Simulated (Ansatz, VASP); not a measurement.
## One calculation of CuP, two programs

```
Cu P
1.0
     0.00000    2.40786    2.40786
     2.40786    0.00000    2.40786
     2.40786    2.40786    0.00000
Cu P
1 1
Direct
  0.50000 0.50000 0.50000
  0.00000 0.00000 0.00000
```

Alike in both runs: task single point; functional r2SCAN; k mesh 12 × 12 × 12; no spin polarisation.

|  | VASP | Ansatz |
| --- | --- | --- |
| version | VASP 6.6.1 | Ansatz 0.2.0 |
| potentials or method | VASP PAW PBE potentials, release 64 (Cu, P), cutoff 520 eV | scalar-relativistic, plane waves, PAW |
| occupations | methfessel-paxton of order 1, width 0.001 eV | cold, width 0.001 eV |
| valence electrons in the cell | 16 | 24 |

Ansatz gave:

* pressure (GPa): -0.1

Q: What did VASP give for the same quantities?

A: Pressure (GPa): 0.0.

VASP's potentials were made for PBE, not for r2SCAN. VASP's potentials hold 16 valence electrons a cell and Ansatz's 24, so a difference there can come from the potentials and not from the codes.
